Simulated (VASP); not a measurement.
BN: single point with PBE+D3(BJ)

Crystal: BN.

```xyz
2
Lattice="0.0000 2.8873 2.2768 1.3601 0.0000 2.2768 1.3601 2.8873 0.0000" Properties=species:S:1:pos:R:3 pbc="T T T"
B     1.3601    2.8873    0.0014
N     1.3601    2.8873    3.0345
```

This cell differs from its parent crystal: strain +e along x and -e along y +0.1100, strain +e along z and -e/2 along x and y +0.0500.

```json
{
 "Program": "VASP 6.6.1",
 "Task": "single point",
 "Functional": "PBE",
 "Dispersion": "D3(BJ)",
 "Potentials or basis": "VASP PAW PBE potentials, release 64 (B, N)",
 "Cutoff": "600 eV",
 "k mesh": "12 × 12 × 12",
 "Occupations": "gaussian, width 0.05 eV",
 "Spin": "no spin polarisation",
 "Dipole correction": "no",
 "Further INCAR settings": "ALGO = Normal; EDIFF = 1e-06; NBANDS = 11"
}
```

```json
{
 "Pressure": "-37.5 GPa",
 "Largest force": "0.007 eV/Å",
 "Band gap on the k mesh": "2.14 eV (least direct gap 4.01 eV)",
 "Dispersion energy per atom": "-0.146 eV"
}
```

Forces on the atoms (eV/Å):
```
B    0.000  0.000  0.007
N    0.000  0.000 -0.007
```

Stress tensor (GPa, compression positive):
```
-67.87   0.00   0.00
  0.00   7.48   0.00
  0.00   0.00 -51.96
```

Levels at points of the mesh, in eV from the valence-band top:
| k point | band 1 | band 2 | band 3 | band 4 | band 5 | band 6 | band 7 | band 8 | band 9 |
| --- | --- | --- | --- | --- | --- | --- | --- | --- | --- |
| (0.00, 0.00, 0.00) | -17.70 | -2.80 | -2.21 | -2.20 | 4.95 | 9.28 | 9.47 | 10.29 | 12.47 |
| (0.50, 0.00, 0.00) | -14.85 | -8.96 | -4.42 | -1.54 | 3.44 | 7.60 | 12.66 | 16.03 | 17.55 |
| (0.50, 0.50, 0.00) | -14.88 | -9.23 | -4.69 | -0.01 | 5.69 | 6.68 | 11.57 | 14.53 | 17.55 |
| (0.50, 0.00, 0.50) | -16.90 | -6.79 | -2.41 | -2.16 | 8.09 | 8.73 | 9.30 | 10.21 | 18.14 |
| (0.00, 0.50, 0.50) | -14.40 | -8.43 | -4.99 | -2.57 | 2.14 | 6.33 | 14.28 | 17.00 | 17.33 |

Wall time 94 s on 1 thread of Intel Xeon 8259CL, with other jobs on the host, peak memory 0.21 GiB.

Caveat: the cell differs from its parent crystal (strain +e along x and -e along y +0.1100, strain +e along z and -e/2 along x and y +0.0500); the stress differs along the axes, from -68 to 7 GPa. A k mesh can miss the band edges.
